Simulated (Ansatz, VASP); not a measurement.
## Mg: VASP beside Ansatz

Contents of INCAR:

```
  PREC = Accurate
  ENCUT = 520
  EDIFF = 1E-6
  ISMEAR = 0
  SIGMA = 0.15
  LREAL = False
  LASPH = True
  NELM = 80
  ALGO = Normal
  ISIF = 2
  LWAVE = False
  LCHARG = False
  GGA = PE
  NBANDS = 7
```

The input KPOINTS:

```
Automatic mesh
0
Gamma
  18 18 18
```

File POSCAR:

```
Mg
1.0
   -1.7070500000      1.7070500000      1.9094500000
    1.7070500000     -1.7070500000      1.9094500000
    1.7070500000      1.7070500000     -1.9094500000
Mg
1
Direct
    0.0000000000      0.0000000000      0.0000000000
```

Input for Ansatz:

```yaml
crystal:
  lattice:
    - [-1.70705, 1.70705, 1.90945]
    - [1.70705, -1.70705, 1.90945]
    - [1.70705, 1.70705, -1.90945]
  atoms:
    - { symbol: Mg, position: [0.0, 0.0, 0.0] }
basis:
  ecutwfc: 520.0
kpoints:
  mp_grid: { grid: [18, 18, 18] }
hamiltonian:
  xc: pbe
  pseudopotentials: { kind: paw }
scf:
  occupations: { method: gaussian, width: 0.15 }
output:
  forces: true
  stress: true
  eigenvalues: true
```

Alike in both runs: task single point; functional PBE; k mesh 18 × 18 × 18; occupations gaussian, width 0.15 eV; no spin polarisation.

|  | VASP | Ansatz |
| --- | --- | --- |
| version | VASP 6.6.1 | Ansatz 0.2.0 |
| potentials or method | VASP PAW PBE potentials, release 64 (Mg), cutoff 520 eV | scalar-relativistic, plane waves, PAW |
| valence electrons in the cell | 2 | 10 |

|  | VASP | Ansatz | Ansatz less VASP |
| --- | --- | --- | --- |
| gap on the k mesh at the Fermi level (eV) | none | none | - |
| pressure (GPa) | 1.0 | 1.2 | +0.12 |
| traceless stress, the component that is largest in VASP (GPa) | 0.28 | 0.27 | -0.002 |

A gap of «none» marks a metal or a gap that the smearing closes. The functional is the same, so the differences come from potentials, cutoffs and numerics. VASP's potentials hold 2 valence electrons a cell and Ansatz's 10, so a difference there can come from the potentials and not from the codes.
